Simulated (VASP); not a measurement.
**BiTe: single point with HSE06**

Crystal: BiTe.

```
Bi Te
1.0
     0.00000    3.23500    3.23500
     3.23500    0.00000    3.23500
     3.23500    3.23500    0.00000
Bi Te
1 1
Cartesian
  0.0000 0.0000 0.0000
  3.2350 3.2350 3.2350
```

| Quantity | Value |
| --- | --- |
| Program | VASP 6.6.1 |
| Task | single point |
| Functional | HSE06 |
| Potentials or basis | VASP PAW PBE potentials, release 64 (Bi_d, Te) |
| Cutoff | 400 eV |
| k mesh | 6 × 6 × 6 |
| Occupations | fermi-dirac, width 0.05 eV |
| Spin | no spin polarisation |

```json
{
 "Pressure": "-1.0 GPa",
 "Band gap on the k mesh": "zero (an odd number of electrons rules out a gap without spin polarisation)"
}
```

Levels at points of the mesh, in eV from the Fermi level:
| k point | band 6 | band 7 | band 8 | band 9 | band 10 | band 11 | band 12 | band 13 | band 14 | band 15 |
| --- | --- | --- | --- | --- | --- | --- | --- | --- | --- | --- |
| (0.00, 0.00, 0.00) | -14.93 | -8.76 | -2.92 | -2.92 | -2.92 | 2.59 | 2.59 | 2.59 | 5.13 | 5.13 |
| (0.50, 0.00, 0.00) | -12.80 | -12.31 | -2.20 | -2.20 | -1.73 | -0.77 | -0.59 | -0.59 | 7.98 | 8.44 |
| (0.50, 0.50, 0.00) | -12.95 | -10.84 | -6.39 | -4.56 | -4.56 | 2.55 | 4.17 | 4.17 | 5.67 | 9.33 |

Run time: 46 min on 1 thread of Intel(R) Xeon(R) Platinum 8488C (Sapphire Rapids), on a shared host, peak memory 0.29 GiB.

Caveat: the PAW data sets were made with another functional, which shifts forces and pressure a little; spin-orbit coupling is left out, which moves the levels of the heavy elements.
